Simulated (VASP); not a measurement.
Write the native input for VASP 6.6.1 that does the following.

| Item | Value |
| --- | --- |
| Task | single point |
| Functional | PBE |
| Potentials or basis | VASP PAW PBE potentials, release 64 (B, C) |
| Cutoff | 520 eV |
| k mesh | 6 × 6 × 6 |
| Occupations | gaussian, width 0.1 eV |
| Spin | no spin polarisation |
| Dipole correction | no |
| Further INCAR settings | ALGO = Normal; EDIFF = 1e-06; NBANDS = 20 |

The structure of BC5 lies in POSCAR:

```
BC5
1.0
    0.0000000000      2.6404573900      2.6404573900
    2.6404573900      0.0000000000      2.6404573900
    2.6404573900      2.6404573900      0.0000000000
B C
1 5
Direct
    0.2500000000      0.2500000000      0.2500000000
    0.5000000000      0.5000000000      0.5000000000
    0.8727480400      0.8727480400      0.8727480400
    0.8727480400      0.8727480400      0.3817558700
    0.8727480400      0.3817558700      0.8727480400
    0.3817558700      0.8727480400      0.8727480400
```

The input as run:

INCAR

```
PREC = Accurate ; ENCUT = 520
EDIFF = 1E-6 ; ISMEAR = 0
SIGMA = 0.1 ; LREAL = F
LASPH = T ; NELM = 80
ALGO = Normal ; ISIF = 2
LWAVE = F ; LCHARG = F
GGA = PE ; NBANDS = 20
```

KPOINTS

```
Automatic mesh
0
Gamma
  6 6 6
```

Potentials or basis: VASP PAW PBE potentials, release 64 (B, C).

Launch:

```bash
$ cat potpaw_PBE.64/B/POTCAR potpaw_PBE.64/C/POTCAR > POTCAR
$ mpirun -np 1 vasp_std > vasp.out
```

Results of the run:

| Item | Value |
| --- | --- |
| Pressure | 31.0 GPa |
| Largest force | 0.517 eV/Å |

Run time: 22 s on 1 thread of AMD EPYC 7R43 64-Core Processor (Zen 3), on a shared host, peak memory 0.11 GiB.
